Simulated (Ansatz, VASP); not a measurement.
## In4Sb in VASP and in Ansatz

Contents of INCAR:

```
SYSTEM = In4Sb
PREC = Accurate
ENCUT = 600
EDIFF = 1E-6
ISMEAR = 0
SIGMA = 0.1
LREAL = .False.
LASPH = .True.
NELM = 60
ALGO = Normal
ISIF = 3
LWAVE = .False.
LCHARG = .False.
GGA = PE
IBRION = 2
NSW = 90
EDIFFG = -0.04
```

KPOINTS

```
regular mesh
0
Gamma
  4 4 4
  0 0 0
```

The input POSCAR:

```
In4Sb
1.0
    5.2442391700      0.0000000000      0.0000000000
    0.0000000000      5.2442391700      0.0000000000
    0.0000000000      0.0000000000      5.2442391700
In Sb
4 1
Direct
    0.2500000000      0.2500000000      0.2500000000
    0.7500000000      0.7500000000      0.2500000000
    0.2500000000      0.7500000000      0.7500000000
    0.7500000000      0.2500000000      0.7500000000
    0.0000000000      0.0000000000      0.0000000000
```

Input for Ansatz:

```yaml
crystal:
  lattice:
    - [5.24423917, 0.0, 0.0]
    - [0.0, 5.24423917, 0.0]
    - [0.0, 0.0, 5.24423917]
  atoms:
    - { symbol: In, position: [0.25, 0.25, 0.25] }
    - { symbol: In, position: [0.75, 0.75, 0.25] }
    - { symbol: In, position: [0.25, 0.75, 0.75] }
    - { symbol: In, position: [0.75, 0.25, 0.75] }
    - { symbol: Sb, position: [0.0, 0.0, 0.0] }
basis:
  ecutwfc: 420
kpoints:
  mp_grid: { grid: [4, 4, 4] }
hamiltonian:
  xc: pbe
scf:
  occupations: { method: gaussian, width: 0.1 }
  lower_state_search: "off"
output:
  forces: true
  stress: true
  eigenvalues: true
relax:
  adjacent_minimum: "off"
  f_tol: 0.04
  max_steps: 70
  cell: { stress_tol: 0.4 }
```

Change from the starting cell: species swapped into the SnI4 type (P-43m, No. 215).

Alike in both runs: task relaxation of cell and atoms; functional PBE; k mesh 4 × 4 × 4; occupations gaussian, width 0.1 eV; no spin polarisation.

|  | VASP | Ansatz |
| --- | --- | --- |
| version | VASP 6.6.1 | Ansatz 0.2.0 |
| potentials or method | VASP PAW PBE potentials, release 64 (In_d, Sb), cutoff 600 eV | scalar-relativistic, plane waves, PAW |
| valence electrons in the cell | 57 | 67 |

|  | VASP | Ansatz | Ansatz less VASP |
| --- | --- | --- | --- |
| gap on the k mesh at the Fermi level, each at its own relaxed structure (eV) | none | none | - |
| relaxed volume (Å³/atom) | 33.67 | 33.43 | -0.247 |
| relaxed length of the cell vector where the two differ most in proportion (Å) | 5.522 | 5.508 | -0.0135 |

A gap of «none» marks a metal or a gap that the smearing closes. VASP's potentials hold 57 valence electrons a cell and Ansatz's 67, so a difference there can come from the potentials and not from the codes.

Neither program's run includes spin-orbit coupling. Noted on VASP's run: the volume moved by over 15 % at a fixed basis, so the end points are rough.
